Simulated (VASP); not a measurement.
## Se: single point with PBE+D3(BJ)

Crystal: Se.

```
CELL_PARAMETERS angstrom
2.64484 0.00000 0.00000
0.00000 2.64484 0.00000
0.00000 0.00000 3.17381
ATOMIC_POSITIONS crystal
Se 0.00000 0.00000 0.00000
```

This cell differs from its parent crystal: ratio of the length along z to the lengths across it x 1.2, volume and fractional coordinates fixed.

```yaml
Program: VASP 6.6.1
Task: single point
Functional: PBE
Dispersion: D3(BJ)
Potentials_or_basis: VASP PAW PBE potentials, release 64 (Se)
Cutoff: 520 eV
k_mesh: 18 × 18 × 18
Occupations: gaussian, width 0.15 eV
Spin: no spin polarisation
```

```yaml
Pressure: 1.8 GPa
Band_gap_on_the_k_mesh: zero (band 3 reaches 8.46 eV, above the bottom of band 4 at 2.24 eV)
Dispersion_energy_per_atom: -0.394 eV
```

Stress tensor (GPa, compression positive):
```
 3.23  0.00  0.00
 0.00  3.23  0.00
 0.00  0.00 -1.20
```

Levels at points of the mesh, in eV from the Fermi level:
| k point | band 1 | band 2 | band 3 | band 4 | band 5 | band 6 | band 7 |
| --- | --- | --- | --- | --- | --- | --- | --- |
| (0.00, 0.00, 0.00) | -16.35 | -1.20 | 3.12 | 3.12 | 5.28 | 8.81 | 10.38 |
| (0.50, 0.00, 0.00) | -13.40 | -7.45 | 0.99 | 5.10 | 9.19 | 10.36 | 11.30 |
| (0.50, 0.50, 0.00) | -10.32 | -4.99 | -4.99 | 3.00 | 3.11 | 13.33 | 13.33 |
| (0.00, 0.00, 0.50) | -15.38 | -6.46 | 3.75 | 3.75 | 9.82 | 12.41 | 14.06 |
| (0.50, 0.00, 0.50) | -12.46 | -6.51 | -3.67 | 3.11 | 5.64 | 14.35 | 16.51 |
| (0.50, 0.50, 0.50) | -9.35 | -4.21 | -4.21 | -1.18 | 4.71 | 6.82 | 6.82 |

It took 23 s on 1 thread of Intel(R) Xeon(R) 6975P-C (Granite Rapids) (shared host), peak memory 0.22 GiB.

Caveat: pairwise dispersion overbinds metals, which lowers pressure and volume.
